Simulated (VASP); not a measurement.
Wanted: the native input for a VASP 6.6.1 run.

```
Task                   : single point
Functional             : r2SCAN
Potentials or basis    : VASP PAW PBE potentials, release 64 (Mg, O)
Cutoff                 : 520 eV
k mesh                 : 6 × 6 × 6
Occupations            : methfessel-paxton, width 0.5 eV
Spin                   : no spin polarisation
Dipole correction      : no
Further INCAR settings : ALGO = Normal; EDIFF = 1e-06; NBANDS = 11
```

MgO:

```
CELL_PARAMETERS angstrom
0.00000 2.28201 2.28201
2.28201 0.00000 2.28201
2.28201 2.28201 0.00000
ATOMIC_POSITIONS crystal
Mg 0.00000 0.00000 0.00000
O 0.25000 0.25000 0.25000
```

These files were run (other wordings do the same):

POSCAR

```
MgO
1.0
    0.0000000000      2.2820056624      2.2820056624
    2.2820056624      0.0000000000      2.2820056624
    2.2820056624      2.2820056624      0.0000000000
Mg O
1 1
Direct
    0.0000000000      0.0000000000      0.0000000000
    0.2500000000      0.2500000000      0.2500000000
```

INCAR.step1

```
SYSTEM = MgO
PREC = Accurate
ENCUT = 520
ISMEAR = 1
SIGMA = 0.5
LREAL = .FALSE.
LASPH = .TRUE.
NELM = 80
NBANDS = 11
GGA = PE
ALGO = Normal
EDIFF = 1E-4
LWAVE = .TRUE.
LCHARG = .FALSE.
```

INCAR.step2

```
SYSTEM = MgO
PREC = Accurate
ENCUT = 520
EDIFF = 1E-6
ISMEAR = 1
SIGMA = 0.5
LREAL = .FALSE.
LASPH = .TRUE.
NELM = 80
ALGO = Normal
ISIF = 2
LWAVE = .FALSE.
LCHARG = .FALSE.
METAGGA = R2SCAN
LMIXTAU = .TRUE.
NBANDS = 11
ISTART = 1
```

KPOINTS

```
Automatic mesh
0
G
  6 6 6
  0 0 0
```

Potentials or basis: VASP PAW PBE potentials, release 64 (Mg, O).

Run with:

```sh
$ cat potpaw_PBE.64/Mg/POTCAR potpaw_PBE.64/O/POTCAR > POTCAR
$ cp INCAR.step1 INCAR
$ mpirun -np 1 vasp_std > vasp.out
$ cp INCAR.step2 INCAR
$ mpirun -np 1 vasp_std > vasp.out
```

Results of the run:

| Property | Result |
| --- | --- |
| Pressure | -0.7 GPa |
| Band gap on the k mesh | 4.33 eV, direct |

Caveat: the PAW data sets were made with another functional, which shifts forces and pressure a little.

Run time: 18 s on 1 thread of Intel(R) Xeon(R) Platinum 8259CL CPU @ 2.50GHz (Skylake/Cascade Lake), with other jobs on the host, peak memory 0.14 GiB.
